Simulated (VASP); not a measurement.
A run of VASP 6.6.1 is set up as follows.

Contents of POSCAR:

```
Lu
1.0
    3.5048427637      0.0000000000      0.0000000000
   -1.7524213819      3.0352828697      0.0000000000
    0.0000000000      0.0000000000      5.4508286542
Lu
2
Direct
    0.3333333333      0.6666666667      0.7500000000
    0.6666666667      0.3333333333      0.2500000000
```

The input INCAR.step1:

```
PREC = Accurate
ENCUT = 520
ISMEAR = 0
SIGMA = 0.1
LREAL = F
LASPH = T
NELM = 80
NBANDS = 32
GGA = PE
ALGO = Normal
EDIFF = 1E-4
LWAVE = T
LCHARG = F
```

The input INCAR.step2:

```
PREC = Accurate
ENCUT = 520
EDIFF = 1E-7
ISMEAR = 0
SIGMA = 0.1
LREAL = F
LASPH = T
NELM = 80
ALGO = Normal
ISIF = 2
LWAVE = F
LCHARG = T
METAGGA = R2SCAN
LMIXTAU = T
LELF = T
LVHAR = T
NBANDS = 32
ISTART = 1
```

The input KPOINTS:

```
regular mesh
0
Gamma
  12 12 7
```

Potentials or basis: VASP PAW PBE potentials, release 64 (Lu).

Run with:

```bash
$ cat potpaw_PBE.64/Lu/POTCAR > POTCAR
$ cp INCAR.step1 INCAR
$ mpirun -np 1 vasp_std > vasp.out
$ cp INCAR.step2 INCAR
$ mpirun -np 1 vasp_std > vasp.out
```

**Question.** Predict the pressure.

**Answer.** 0.3 GPa.

**Question.** Predict the band gap on the k mesh.

**Answer.** Zero (bands 25 and 26 overlap by 1.74 eV).

Stress tensor (GPa, compression positive):
```
0.32 0.00 0.00
0.00 0.32 0.00
0.00 0.00 0.41
```

Caveat: the PAW data sets were made with another functional, which shifts forces and pressure a little; spin-orbit coupling is left out, which moves the levels of the heavy elements.
